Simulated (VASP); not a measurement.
Here is a VASP 6.6.1 calculation.

Contents of INCAR:

```
PREC = Accurate ; ENCUT = 520
EDIFF = 1E-6 ; ISMEAR = 0
SIGMA = 0.01 ; LREAL = False
LASPH = True ; NELM = 100
ALGO = Normal ; ISIF = 2
LWAVE = False ; LCHARG = False
GGA = PE ; IVDW = 12
NBANDS = 18
```

KPOINTS

```
regular mesh
0
Gamma
  10 10 8
```

File POSCAR:

```
As
1.0
    1.8709701765     -5.4115388577      0.0000000000
    1.8709701765      5.4115388577      0.0000000000
    0.0000000000      0.0000000000      4.2851748466
As
4
Direct
    0.1127112886      0.8872887114      0.9447227918
    0.6127112886      0.3872887114      0.5552772082
    0.8872887114      0.1127112886      0.0552772082
    0.3872887114      0.6127112886      0.4447227918
```

Potentials or basis: VASP PAW PBE potentials, release 64 (As).

Launch:

```bash
$ cat potpaw_PBE.64/As/POTCAR > POTCAR
$ mpirun -np 1 vasp_std > vasp.out
```

Q: What does it give for the band gap on the k mesh?

A: Zero (band 10 reaches 5.25 eV, above the bottom of band 11 at 4.97 eV).

Q: Estimate the pressure.

A: 0.4 GPa.

Q: Estimate the dispersion energy per atom.

A: -0.416 eV.

Q: Predict the largest force.

A: 0.063 eV/Å.

Forces in eV/Å, atoms in the order of the input:
```
As   0.000 -0.049  0.040
As   0.000 -0.049 -0.040
As   0.000  0.049 -0.040
As   0.000  0.049  0.040
```

Caveat: pairwise dispersion overbinds metals, which lowers pressure and volume.
